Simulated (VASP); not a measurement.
Hf5S3, 8 atoms in the cell. The structure is hexagonal, space group P-6m2 (No. 187). Conventional cell: a = 3.420 Å, b = 3.420 Å, c = 15.800 Å, α = 90.00°, β = 90.00°, γ = 120.00°. Hf (site symmetry 3m) has 3 S at 2.60 Å and 10 Hf at 3.40 to 3.42 Å within 3.5 Å. Within 3.5 Å of Hf (site symmetry -6m2) lie 6 S at 2.61 Å and 8 Hf at 3.40 to 3.42 Å. Hf (site symmetry 3m) has 3 S at 2.61 Å and 10 Hf at 3.41 to 3.42 Å within 3.5 Å. Within 3.5 Å of S (site symmetry 3m) lie 6 Hf at 2.60 to 2.61 Å and 7 S at 3.41 to 3.42 Å. S (site symmetry -6m2) has 6 Hf at 2.61 Å and 6 S at 3.42 Å within 3.5 Å. 

| Quantity | Value |
| --- | --- |
| Program | VASP 6.6.1 |
| Task | relaxation of cell and atoms |
| Functional | PBE |
| Potentials or basis | VASP PAW PBE potentials, release 64 (Hf_pv, S) |
| Cutoff | 600 eV |
| k mesh | 5 × 5 × 1 |
| Occupations | gaussian, width 0.2 eV |
| Spin | no spin polarisation |
| Dipole correction | no |
| Further INCAR settings | ALGO = Normal; EDIFF = 1e-07; IBRION = 2; EDIFFG = -0.08; NSW = 36; ISIF = 3 |

Potentials or basis: VASP PAW PBE potentials, release 64 (Hf_pv, S).

Run with:

```bash
$ cat potpaw_PBE.64/Hf_pv/POTCAR potpaw_PBE.64/S/POTCAR > POTCAR
$ mpirun -np 1 vasp_std > vasp.out
```

Hardware: 1 thread of Intel(R) Xeon(R) Platinum 8488C (Sapphire Rapids) (shared host).

Q: How long does it take, and how much memory?

A: It took 6.6 min on 1 thread of Intel(R) Xeon(R) Platinum 8488C (Sapphire Rapids), on a shared host, peak memory 0.32 GiB. Counts: scf iterations 135, k points 5, ion steps 11.
